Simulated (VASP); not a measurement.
Set up this calculation in VASP 6.6.1, as the native input.

```
Task                    : single point
Functional              : PBE
Potentials or basis     : VASP PAW PBE potentials, release 64 (Al, Sn_d)
Cutoff                  : 520 eV
k mesh                  : 6 × 6 × 10
Occupations             : gaussian, width 0.1 eV
Spin                    : no spin polarisation
Dipole correction       : no
k mesh for the DOS      : 9 × 9 × 15
Occupations for the DOS : tetrahedron
Further INCAR settings  : ALGO = Fast; EDIFF = 1e-06
```

AlSn4:

```
CELL_PARAMETERS angstrom
4.30244 -4.67603 0.00000
4.30244 4.67603 0.00000
0.00000 0.00000 3.45346
ATOMIC_POSITIONS crystal
Al 0.50000 0.50000 0.50000
Sn 0.80264 0.19736 0.50000
Sn 0.22661 0.22661 0.00000
Sn 0.77339 0.77339 0.00000
Sn 0.19736 0.80264 0.50000
```

These files were run (other wordings do the same):

POSCAR

```
AlSn4
1.0
    4.3024432836     -4.6760296685      0.0000000000
    4.3024432836      4.6760296685      0.0000000000
    0.0000000000      0.0000000000      3.4534636746
Al Sn
1 4
Direct
    0.5000000000      0.5000000000      0.5000000000
    0.8026419856      0.1973580144      0.5000000000
    0.2266121921      0.2266121921      0.0000000000
    0.7733878079      0.7733878079      0.0000000000
    0.1973580144      0.8026419856      0.5000000000
```

INCAR.step1

```
SYSTEM = AlSn4
PREC = Accurate ; ENCUT = 520
EDIFF = 1E-6 ; ISMEAR = 0
SIGMA = 0.1 ; LREAL = .FALSE.
LASPH = .TRUE. ; NELM = 60
ALGO = Fast ; ISIF = 2
LWAVE = .FALSE. ; LCHARG = .TRUE.
GGA = PE ; NBANDS = 38
```

KPOINTS.step1

```
regular mesh
0
G
  6 6 10
  0 0 0
```

INCAR.step2

```
SYSTEM = AlSn4
PREC = Accurate ; ENCUT = 520
EDIFF = 1E-6 ; ISMEAR = -5
SIGMA = 0.1 ; LREAL = .FALSE.
LASPH = .TRUE. ; NELM = 60
ALGO = Fast ; ISIF = 2
LWAVE = .FALSE. ; LCHARG = .FALSE.
GGA = PE ; LORBIT = 10
NEDOS = 2001 ; ICHARG = 11
```

KPOINTS.step2

```
regular mesh
0
G
  9 9 15
  0 0 0
```

Potentials or basis: VASP PAW PBE potentials, release 64 (Al, Sn_d).

The run is started by

```bash
$ cat potpaw_PBE.64/Al/POTCAR potpaw_PBE.64/Sn_d/POTCAR > POTCAR
$ cp INCAR.step1 INCAR
$ cp KPOINTS.step1 KPOINTS
$ mpirun -np 1 vasp_std > vasp.out
$ cp INCAR.step2 INCAR
$ cp KPOINTS.step2 KPOINTS
$ mpirun -np 1 vasp_std > vasp.out
```

Results of the run:

```json
{"Valence electrons inside the program's atomic spheres": "Al 0.76; Sn 12.17, 12.20 (each value once)"}
```

Wall time 11 min on 1 thread of AMD EPYC 9R45 96-Core Processor (Zen 5) (shared host), peak memory 0.74 GiB.
